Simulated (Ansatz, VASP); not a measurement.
**InSb: VASP beside Ansatz**

INCAR

```
SYSTEM = InSb
ALGO = Normal
EDIFF = 1E-6
ENCUT = 520
GGA = PE
ISIF = 2
ISMEAR = 0
LASPH = .True.
LCHARG = .False.
LREAL = .False.
LWAVE = .False.
NBANDS = 16
NELM = 80
PREC = Accurate
SIGMA = 0.1
```

KPOINTS

```
k-points
0
Gamma
  14 14 14
  0 0 0
```

Contents of POSCAR:

```
InSb
1.0
    0.0000000000      3.2496859673      3.2496859673
    3.2496859673      0.0000000000      3.2496859673
    3.2496859673      3.2496859673      0.0000000000
In Sb
1 1
Direct
    0.0000000000      0.0000000000      0.0000000000
    0.2500000000      0.2500000000      0.2500000000
```

Input for Ansatz:

```yaml
crystal:
  lattice:
    - [0.0, 3.2496859673, 3.2496859673]
    - [3.2496859673, 0.0, 3.2496859673]
    - [3.2496859673, 3.2496859673, 0.0]
  atoms:
    - { symbol: In, position: [0.0, 0.0, 0.0] }
    - { symbol: Sb, position: [0.25, 0.25, 0.25] }
basis:
  ecutwfc: 420
kpoints:
  mp_grid: { grid: [14, 14, 14] }
hamiltonian:
  xc: pbe
scf:
  occupations: { method: gaussian, width: 0.1 }
output:
  forces: true
  stress: true
  eigenvalues: true
```

Alike in both runs: task single point; functional PBE; k mesh 14 × 14 × 14; occupations gaussian, width 0.1 eV; no spin polarisation.

|  | VASP | Ansatz |
| --- | --- | --- |
| version | VASP 6.6.1 | Ansatz 0.2.0 |
| potentials or method | VASP PAW PBE potentials, release 64 (In_d, Sb), cutoff 520 eV | scalar-relativistic, plane waves, PAW |
| valence electrons in the cell | 18 | 28 |

```tsv
	VASP	Ansatz	Ansatz less VASP
gap on the k mesh at the Fermi level (eV)	none	none	-
pressure (GPa)	2.6	2.6	+0.03
```

A gap of «none» marks a metal or a gap that the smearing closes. VASP's potentials hold 18 valence electrons a cell and Ansatz's 28, so a difference there can come from the potentials and not from the codes.

Spin-orbit coupling is off throughout.
